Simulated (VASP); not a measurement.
# CdS (F-43m) in VASP: vibrations by perturbation theory with PBE

Aim: the vibrations by perturbation theory of CdS with PBE.

Program: VASP 6.6.1. These are calculated values, not measurements. Logs are shortened: lines on timing, memory, paths and dates and some standing lists are left out, and cuts for length are marked.

## Step 1: The cell of the first run

The structure is cubic, space group F-43m (No. 216). Conventional cell: a = 5.757 Å, b = 5.757 Å, c = 5.757 Å, α = 90.00°, β = 90.00°, γ = 90.00°. Within 3.3 Å of Cd (site symmetry -43m) lie 4 S at 2.49 Å. Within 3.3 Å of S (site symmetry -43m) lie 4 Cd at 2.49 Å.

## Step 2: Vibrations by perturbation theory, PBE

INCAR reads:

```
PREC = Accurate ; ENCUT = 520
EDIFF = 1E-8 ; ISMEAR = 0
SIGMA = 0.01 ; LREAL = F
LASPH = T ; NELM = 100
ALGO = Normal ; ISIF = 2
LWAVE = F ; LCHARG = F
GGA = PE ; IBRION = 8
NSW = 1 ; LEPSILON = T
```

KPOINTS reads:

```
regular mesh
0
Gamma
  8 8 8
```

POSCAR reads:

```
CdS
1.0
    0.0000000000      2.8785019879      2.8785019879
    2.8785019879      0.0000000000      2.8785019879
    2.8785019879      2.8785019879      0.0000000000
Cd S
1 1
Direct
    0.0000000000      0.0000000000      0.0000000000
    0.7500000000      0.7500000000      0.7500000000
```

Potentials or basis: VASP PAW PBE potentials, release 64 (Cd, S).

Launch:

```
cat potpaw_PBE.64/Cd/POTCAR potpaw_PBE.64/S/POTCAR > POTCAR
mpirun -np 1 vasp_std > vasp.out
```

OUTCAR:

```text
PREC = Accurate
   ENCUT = 520
   EDIFF = 1E-8
   ISMEAR = 0
   LREAL = F
   LASPH = T
   NELM = 100
   ISIF = 2
   GGA = PE
   IBRION = 8
   NSW = 1
   LEPSILON = T

 ion  position               nearest neighbor table
   1  0.000  0.000  0.000-   2 2.49   2 2.49   2 2.49   2 2.49
   2  0.750  0.750  0.750-   1 2.49   1 2.49   1 2.49   1 2.49

  LATTYP: Found a face centered cubic cell.
 ALAT       =     5.7570039758

  Lattice vectors:

 A1 = (   0.0000000000,   2.8785019879,   2.8785019879)
 A2 = (   2.8785019879,   0.0000000000,   2.8785019879)
 A3 = (   2.8785019879,   2.8785019879,   0.0000000000)

Analysis of symmetry for initial positions (statically):
=====================================================================
 Subroutine PRICEL returns:
 Original cell was already a primitive cell.

 Routine SETGRP: Setting up the symmetry group for a
 face centered cubic supercell.

 Subroutine GETGRP returns: Found 24 space group operations
 (whereof 24 operations were pure point group operations)
 out of a pool of 48 trial point group operations.

The static configuration has the point symmetry T_d .

Analysis of symmetry for dynamics (positions and initial velocities):
=====================================================================
 Subroutine PRICEL returns:
 Original cell was already a primitive cell.

 Routine SETGRP: Setting up the symmetry group for a
 face centered cubic supercell.

 Subroutine GETGRP returns: Found 24 space group operations
 (whereof 24 operations were pure point group operations)
 out of a pool of 48 trial point group operations.

The dynamic configuration has the point symmetry T_d .

 Subroutine INISYM returns: Found 24 space group operations
 (whereof 24 operations are pure point group operations),
 and found     1 'primitive' translations

----------------------------------------------------------------------------------------
[... 614 lines left out ...]
     0.00000  0.00584  8.72051
     0.00000  8.72051  0.00584

 MACROSCOPIC STATIC DIELECTRIC TENSOR (including local field effects in DFT)
 ------------------------------------------------------
           6.387047     0.000000    -0.000000
           0.000000     6.387047     0.000000
          -0.000000     0.000000     6.387047
 ------------------------------------------------------

 PIEZOELECTRIC TENSOR (including local field effects)  for field in x, y, z        (e  Angst)
          XX          YY          ZZ          XY          YZ          ZX
  --------------------------------------------------------------------------------
  x     0.00000     0.00000     0.00000     0.00000     1.85500     0.00000
  y     0.00000    -0.00000     0.00000     0.00000     0.00000     1.85500
  z    -0.00000     0.00000     0.00000     1.85500     0.00000     0.00000

 PIEZOELECTRIC TENSOR (including local field effects)  for field in x, y, z        (C/m^2)
          XX          YY          ZZ          XY          YZ          ZX
  --------------------------------------------------------------------------------
  x     0.00000     0.00000     0.00000     0.00000     0.62305     0.00000
  y     0.00000    -0.00000     0.00000     0.00000     0.00000     0.62305
  z    -0.00000     0.00000     0.00000     0.62305     0.00000     0.00000

 BORN EFFECTIVE CHARGES (including local field effects) (in |e|, cummulative output)
 ---------------------------------------------------------------------------------
 ion    1
    1     2.15769     0.00000     0.00000
    2     0.00000     2.15769     0.00000
    3     0.00000     0.00000     2.15769
 ion    2
    1    -2.15769     0.00000     0.00000
    2     0.00000    -2.15769     0.00000
    3     0.00000     0.00000    -2.15769

 INTERNAL STRAIN TENSOR FOR ION    2 for displacements in x,y,z  (eV/Angst):
          X           Y           Z          XY          YZ          ZX
  --------------------------------------------------------------------------------
  x    -0.00000     0.00000     0.00000     0.00000     8.72051     0.00000
  y     0.00000    -0.00000     0.00000     0.00000     0.00000     8.72051
  z     0.00000     0.00000    -0.00000     8.72051     0.00000     0.00000

 SECOND DERIVATIVES (NOT SYMMETRIZED)
 ------------------------------------
               1X          1Y          1Z          2X          2Y          2Z
  1X    -6.035864    0.000000    0.000000    6.035864    0.000000    0.000000
  1Y     0.000000   -6.035864    0.000000    0.000000    6.035864    0.000000
  1Z     0.000000    0.000000   -6.035864    0.000000    0.000000    6.035864
  2X     6.020188    0.000000    0.000000   -6.020188    0.000000    0.000000
  2Y     0.000000    6.020188    0.000000    0.000000   -6.020188    0.000000
  2Z     0.000000    0.000000    6.020188    0.000000    0.000000   -6.020188

 Eigenvectors and eigenvalues of the dynamical matrix
 ----------------------------------------------------

   1 f  =    7.681638 THz    48.265155 2PiTHz  256.231865 cm-1    31.768688 meV
             X         Y         Z           dx          dy          dz
      0.000000  0.000000  0.000000     0.000000    0.471588    0.000000
      4.317753  4.317753  4.317753    -0.000000   -0.881819    0.000000
[... 21 lines left out ...]
   6 f/i=    0.004153 THz     0.026097 2PiTHz    0.138545 cm-1     0.017177 meV
             X         Y         Z           dx          dy          dz
      0.000000  0.000000  0.000000     0.102481   -0.617046   -0.621576
      4.317753  4.317753  4.317753     0.054806   -0.329990   -0.332412

--------------------------------------------------------------------------------------------------------

 MACROSCOPIC STATIC DIELECTRIC TENSOR IONIC CONTRIBUTION
 ------------------------------------------------------
           2.929799     0.000000     0.000000
           0.000000     2.929799    -0.000000
           0.000000    -0.000000     2.929799
 ------------------------------------------------------

 ELASTIC MODULI CONTR FROM IONIC RELAXATION (kBar)
 Direction    XX          YY          ZZ          XY          YZ          ZX
 --------------------------------------------------------------------------------
 XX          -0.0000      0.0000      0.0000     -0.0000      0.0000     -0.0000
 YY           0.0000     -0.0000     -0.0000     -0.0000     -0.0000      0.0000
 ZZ           0.0000     -0.0000     -0.0000      0.0000     -0.0000     -0.0000
 XY          -0.0000     -0.0000      0.0000   -428.6628     -0.0000      0.0000
 YZ           0.0000     -0.0000     -0.0000     -0.0000   -428.6628      0.0000
 ZX          -0.0000      0.0000     -0.0000      0.0000      0.0000   -428.6628
 --------------------------------------------------------------------------------

 PIEZOELECTRIC TENSOR IONIC CONTR  for field in x, y, z        (C/m^2)
          XX          YY          ZZ          XY          YZ          ZX
  --------------------------------------------------------------------------------
  x     0.00000    -0.00000    -0.00000    -0.00000    -1.05451     0.00000
  y    -0.00000     0.00000    -0.00000     0.00000     0.00000    -1.05451
  z    -0.00000    -0.00000     0.00000    -1.05451    -0.00000     0.00000
```

Wall time 14 min (1 thread of AMD EPYC 7R13, shared host); peak memory 0.27 GiB.

What came out:

| Item | Value |
| --- | --- |
| Electronic dielectric tensor (diagonal) | 6.39 |
| Born charges (mean of the diagonal) | Cd +2.16; S -2.16 e |
| Highest phonon frequency at Γ, LO-TO splitting left out | 256 cm⁻¹ |

Phonon frequencies in cm⁻¹ (negative: imaginary):
| q point | frequencies |
| --- | --- |
| (0.000, 0.000, 0.000) | 0 0 0 256 256 256 |

Electronic dielectric tensor:
```
6.39 0.00 0.00
0.00 6.39 0.00
0.00 0.00 6.39
```

Born effective charge tensors (e):
atom 1, Cd
```
2.16 0.00 0.00
0.00 2.16 0.00
0.00 0.00 2.16
```
atom 2, S
```
-2.16  0.00  0.00
 0.00 -2.16  0.00
 0.00  0.00 -2.16
```

Caveat: the cell stands under pressure or tension, which shifts response properties.
